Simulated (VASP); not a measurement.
# VTe3Mo (Pm-3m) in VASP: single point with PBE

Aim: the single point of VTe3Mo with PBE.

Program: VASP 6.6.1. These are calculated values, not measurements. Logs are shortened: lines on timing, memory, paths and dates and some standing lists are left out, and cuts for length are marked.

### Step 1. The cell of the first run

Symmetry: Pm-3m, No. 221, cubic system. Conventional cell: a = 5.224 Å, b = 5.224 Å, c = 5.224 Å, α = 90.00°, β = 90.00°, γ = 90.00°. V (site symmetry m-3m) has 12 Te at 3.69 Å and 8 Mo at 4.52 Å within 4.9 Å. Te (site symmetry 4/mmm) has 2 Mo at 2.61 Å within 3.4 Å. Within 3.4 Å of Mo (site symmetry m-3m) lie 6 Te at 2.61 Å.

The cell was generated, and may not be a known phase.

### Step 2. Single point, PBE, collinear spin, ferromagnetic start

INCAR reads:

```
SYSTEM = VTe3Mo
ALGO = Normal ; EDIFF = 1E-6
ENCUT = 520 ; GGA = PE
ISIF = 2 ; ISMEAR = 0
ISPIN = 2 ; LASPH = .TRUE.
LCHARG = .FALSE. ; LMAXMIX = 4
LORBIT = 11 ; LREAL = .FALSE.
LWAVE = .FALSE. ; MAGMOM = 2 0 0 0 0
NBANDS = 34 ; NELM = 150
PREC = Accurate ; SIGMA = 0.1
```

KPOINTS reads:

```
k-points
0
G
  4 4 4
  0 0 0
```

POSCAR reads:

```
VTe3Mo
1.0
    5.2237480000      0.0000000000      0.0000000000
    0.0000000000      5.2237480000      0.0000000000
    0.0000000000      0.0000000000      5.2237480000
V Te Mo
1 3 1
Direct
    0.0000000000      0.0000000000      0.0000000000
    0.0000000000      0.5000000000      0.5000000000
    0.5000000000      0.0000000000      0.5000000000
    0.5000000000      0.5000000000      0.0000000000
    0.5000000000      0.5000000000      0.5000000000
```

Potentials or basis: VASP PAW PBE potentials, release 64 (V_sv, Te, Mo_sv).

On the command line:

```console
> cat potpaw_PBE.64/V_sv/POTCAR potpaw_PBE.64/Te/POTCAR potpaw_PBE.64/Mo_sv/POTCAR > POTCAR
> mpirun -np 1 vasp_std > vasp.out
```

OUTCAR:

```text
SYSTEM = VTe3Mo
   EDIFF = 1E-6
   ENCUT = 520
   GGA = PE
   ISIF = 2
   ISMEAR = 0
   ISPIN = 2
   LASPH = .TRUE.
   LORBIT = 11
   LREAL = .FALSE.
   NELM = 150
   PREC = Accurate

 ion  position               nearest neighbor table
   1  0.000  0.000  0.000-
   2  0.000  0.500  0.500-   5 2.61   5 2.61
   3  0.500  0.000  0.500-   5 2.61   5 2.61
   4  0.500  0.500  0.000-   5 2.61   5 2.61
   5  0.500  0.500  0.500-   2 2.61   3 2.61   4 2.61   4 2.61   3 2.61   2 2.61

  LATTYP: Found a simple cubic cell.
 ALAT       =     5.2237480000

  Lattice vectors:

 A1 = (   5.2237480000,   0.0000000000,   0.0000000000)
 A2 = (   0.0000000000,   5.2237480000,   0.0000000000)
 A3 = (   0.0000000000,   0.0000000000,   5.2237480000)

Analysis of symmetry for initial positions (statically):
=====================================================================
 Subroutine PRICEL returns:
 Original cell was already a primitive cell.

 Routine SETGRP: Setting up the symmetry group for a
 simple cubic supercell.

 Subroutine GETGRP returns: Found 48 space group operations
 (whereof 48 operations were pure point group operations)
 out of a pool of 48 trial point group operations.

The static configuration has the point symmetry O_h .

Analysis of symmetry for dynamics (positions and initial velocities):
=====================================================================
 Subroutine PRICEL returns:
 Original cell was already a primitive cell.

 Routine SETGRP: Setting up the symmetry group for a
 simple cubic supercell.

 Subroutine GETGRP returns: Found 48 space group operations
 (whereof 48 operations were pure point group operations)
 out of a pool of 48 trial point group operations.

The dynamic configuration has the point symmetry O_h .

Analysis of structural, dynamic, and magnetic symmetry:
=====================================================================
 Subroutine PRICEL returns:
 Original cell was already a primitive cell.

 Routine SETGRP: Setting up the symmetry group for a
 simple cubic supercell.

 Subroutine GETGRP returns: Found 48 space group operations
 (whereof 48 operations were pure point group operations)
 out of a pool of 48 trial point group operations.

The overall configuration has the point symmetry O_h .

 Subroutine INISYM returns: Found 48 space group operations
 (whereof 48 operations are pure point group operations),
 and found     1 'primitive' translations

----------------------------------------------------------------------------------------

                                     Primitive cell

  volume of cell :     142.5432

  direct lattice vectors                    reciprocal lattice vectors
     5.223748000  0.000000000  0.000000000     0.191433431  0.000000000  0.000000000
     0.000000000  5.223748000  0.000000000     0.000000000  0.191433431  0.000000000
     0.000000000  0.000000000  5.223748000     0.000000000  0.000000000  0.191433431

  length of vectors
     5.223748000  5.223748000  5.223748000     0.191433431  0.191433431  0.191433431

  position of ions in fractional coordinates (direct lattice)
     0.000000000  0.000000000  0.000000000
     0.000000000  0.500000000  0.500000000
     0.500000000  0.000000000  0.500000000
     0.500000000  0.500000000  0.000000000
     0.500000000  0.500000000  0.500000000

  ion indices of the primitive-cell ions
   primitive index   ion index
                 1           1
                 2           2
                 3           3
                 4           4
                 5           5

----------------------------------------------------------------------------------------

 KPOINTS: k-points

Automatic generation of k-mesh.
 Grid dimensions read from file:
 generate k-points for:    4    4    4

 Generating k-lattice:

  Cartesian coordinates                     Fractional coordinates (reciprocal lattice)
     0.047858358  0.000000000  0.000000000     0.250000000  0.000000000  0.000000000
     0.000000000  0.047858358  0.000000000     0.000000000  0.250000000  0.000000000
     0.000000000  0.000000000  0.047858358     0.000000000  0.000000000  0.250000000

  Length of vectors
     0.047858358  0.047858358  0.047858358

  Shift w.r.t. Gamma in fractional coordinates (k-lattice)
     0.000000000  0.000000000  0.000000000

 Subroutine IBZKPT returns following result:
 ===========================================

 Found     10 irreducible k-points:

 Following reciprocal coordinates:
            Coordinates               Weight
  0.000000  0.000000  0.000000      1.000000
  0.250000  0.000000  0.000000      6.000000
  0.500000  0.000000  0.000000      3.000000
  0.250000  0.250000  0.000000     12.000000
  0.500000  0.250000  0.000000     12.000000
  0.500000  0.500000  0.000000      3.000000
  0.250000  0.250000  0.250000      8.000000
  0.500000  0.250000  0.250000     12.000000
  0.500000  0.500000  0.250000      6.000000
  0.500000  0.500000  0.500000      1.000000
   k-points           NKPTS =     10   k-points in BZ     NKDIM =     10   number of bands    NBANDS=     34
   number of dos      NEDOS =    301   number of ions     NIONS =      5
   total plane-waves  NPLWV =  64000
   dimension x,y,z NGX =    40 NGY =   40 NGZ =   40
   dimension x,y,z NGXF=    80 NGYF=   80 NGZF=   80
   ions per type =               1   3   1
   NGX,Y,Z   is equivalent  to a cutoff of  12.73, 12.73, 12.73 a.u.
   NGXF,Y,Z  is equivalent  to a cutoff of  25.46, 25.46, 25.46 a.u.
 SYSTEM =  VTe3Mo
   PREC   = accura    normal or accurate (medium, high low for compatibility)
   ISTART =      0    job   : 0-new  1-cont  2-samecut
   ICHARG =      2    charge: 1-file 2-atom 10-const
   ISPIN  =      2    spin polarized calculation?
   LNONCOLLINEAR =      F non collinear calculations
   LSORBIT =      F    spin-orbit coupling
   LASPH  =      T    aspherical Exc in radial PAW
   ENCUT  =  520.0 eV  38.22 Ry    6.18 a.u.   9.71  9.71  9.71*2*pi/ulx,y,z
   NELM   =    150;   NELMIN=  2; NELMDL= -5     # of ELM steps
   EDIFF  = 0.1E-05   stopping-criterion for ELM
   LREAL  =      F    real-space projection
   EDIFFG = 0.1E-04   stopping-criterion for IOM
   NSW    =      0    number of steps for IOM
   IBRION =     -1    ionic relax: 0-MD 1-quasi-New 2-CG
   NFREE  =      0    steps in history (QN), initial steepest desc. (CG)
   ISIF   =      2    stress and relaxation
   ISYM   =      2    0-nonsym 1-usesym 2-fastsym
   POTIM  = 0.5000    time-step for ionic-motion
   TEBEG  =    0.0;   TEEND  =   0.0 temperature during run
   PSTRESS=    0.0 pullay stress
   NELECT =      45.0000    total number of electrons
   NUPDOWN=      -1.0000    fix difference up-down
   EMIN   =  10.00;   EMAX   =-10.00  energy-range for DOS
   EFERMI =   0.00;   METHOD = LEGACY
   ISMEAR =     0;   SIGMA  =   0.10  broadening in eV -4-tet -1-fermi 0-gaus
   EFERMI_NEDOS =   21; number of points for ismear=-14 and -15
   IALGO  =     38    algorithm
   IMIX   =      4    mixing-type and parameters
     AMIX     =   0.40;   BMIX     =  1.00
     AMIX_MAG =   1.60;   BMIX_MAG =  1.00
  volume/ion in A,a.u.               =      28.51       192.39
  Fermi-wavevector in a.u.,A,eV,Ry     =   1.114714  2.106504 16.906426  1.242587
  Thomas-Fermi vector in A             =   2.251312
   LORBIT       =     11    0 simple, 1 ext, 2 COOP (PROOUT), +10 PAW based schemes
   GGA     = PE    functional components
   LHFCALC =     F    Hartree Fock is set to
   AEXX    =    0.0000 exact exchange contribution
   IVDW    =     0    specifies the selected vdW correction
   LEPSILON=     F    determine dielectric tensor
   LRPA    =     F    only Hartree local field effects (RPA)
 spin polarized calculation
 Gauss-broadening in eV      SIGMA  =   0.10
  energy-cutoff  :      520.00
  volume of cell :      142.54
 maximum number of plane-waves:      3887
 NGX is ok and might be reduce to    40
   NGX = 19   NGY = 19   NGZ = 19

 number of electron      45.0000013 magnetization      -0.0249518

 number of electron      45.0000013 magnetization       0.0001509

 Free energy of the ion-electron system (eV)
  ---------------------------------------------------
  ext. energy  EPLUGINS =         0.00000000
  ---------------------------------------------------
  free energy    TOTEN  =       -23.44260031 eV

  energy without entropy =      -23.34941026  energy(sigma->0) =      -23.39600528

 E-fermi :   6.5350     XC(G=0):  -9.7053

 val. band max:        6.5245955780   @ k =   0.5000   0.2500   0.0000
 cond. band min:       6.5451385698   @ k =   0.2500   0.0000   0.0000
 fundamental gap:      0.0205429918
 Fermi energy:         6.5349654933

 spin component 1

 k-point     1 :       0.0000    0.0000    0.0000
  band No.  band energies     occupation
      1     -58.1357      1.00000
      2     -54.5439      1.00000
      3     -31.9985      1.00000
      4     -31.9985      1.00000
      5     -31.9985      1.00000
      6     -28.7409      1.00000
[... 359 lines left out ...]
     33      12.9239      0.00000
     34      12.9239      0.00000
 Fermi energy:         6.5349654933

 spin component 2

 k-point     1 :       0.0000    0.0000    0.0000
  band No.  band energies     occupation
      1     -58.1358      1.00000
      2     -54.5438      1.00000
      3     -31.9986      1.00000
      4     -31.9986      1.00000
      5     -31.9986      1.00000
      6     -28.7409      1.00000
[... 359 lines left out ...]
     33      12.9239      0.00000
     34      12.9239      0.00000

------------------------ aborting loop because EDIFF is reached ----------------------------------------

  FORCE on cell =-STRESS in cart. coord.  units (eV):
  Direction    XX          YY          ZZ          XY          YZ          ZX
  --------------------------------------------------------------------------------------
  -------------------------------------------------------------------------------------
  Total        0.7366079      0.7366079      0.7366079     -0.0000000      0.0000000     -0.0000000
  in kB        8.2794276      8.2794276      8.2794276     -0.0000000      0.0000000     -0.0000000
  external PRESSURE =       8.2794276 kB  Pullay stress =       0.0000000 kB

 VOLUME and BASIS-vectors are now :
 -----------------------------------------------------------------------------
  energy-cutoff  :      520.00
  volume of cell :      142.54
      direct lattice vectors                 reciprocal lattice vectors
     5.223748000  0.000000000  0.000000000     0.191433431  0.000000000  0.000000000
     0.000000000  5.223748000  0.000000000     0.000000000  0.191433431  0.000000000
     0.000000000  0.000000000  5.223748000     0.000000000  0.000000000  0.191433431

 POSITION                                       TOTAL-FORCE (eV/Angst)
 -----------------------------------------------------------------------------------
      0.00000      0.00000      0.00000         0.000000      0.000000      0.000000
      0.00000      2.61187      2.61187         0.000000      0.000000      0.000000
      2.61187      0.00000      2.61187         0.000000      0.000000      0.000000
      2.61187      2.61187      0.00000         0.000000      0.000000      0.000000
      2.61187      2.61187      2.61187         0.000000      0.000000      0.000000
 -----------------------------------------------------------------------------------
    total drift:                                0.000000      0.000000     -0.000000

  FREE ENERGIE OF THE ION-ELECTRON SYSTEM (eV)
  ---------------------------------------------------
  free  energy   TOTEN  =       -23.4426003082 eV

  energy  without entropy=      -23.3494102606  energy(sigma->0) =      -23.39600528

 total charge

# of ion       s       p       d       tot
------------------------------------------
    1        2.165   5.987   2.972  11.123
    2        1.386   1.953   0.053   3.392
    3        1.386   1.953   0.053   3.392
    4        1.386   1.953   0.053   3.392
    5        2.265   6.167   4.136  12.568
--------------------------------------------------
tot          8.589  18.013   7.265  33.867

 magnetization (x)

# of ion       s       p       d       tot
------------------------------------------
    1        0.000   0.000  -0.000  -0.000
    2       -0.000   0.000   0.000   0.000
    3       -0.000   0.000   0.000   0.000
    4       -0.000   0.000   0.000   0.000
    5        0.000  -0.000   0.000   0.000
--------------------------------------------------
tot          0.000   0.000  -0.000   0.000
```

It took 2.8 min on 1 thread of Oxide Virtual Turin-like, shared host; peak memory 0.3 GiB.

Results:

| Property | Result |
| --- | --- |
| Free energy | -23.4426 eV |
| Pressure | 0.8 GPa |
| Net moment | 0.00 μB per cell |
| Valence electrons inside the program's atomic spheres | V 11.12; Te 3.39; Mo 12.57 |

Caveat: the moments typed at the start vanished in this run; spin-orbit coupling is left out, which moves the levels of the heavy elements.
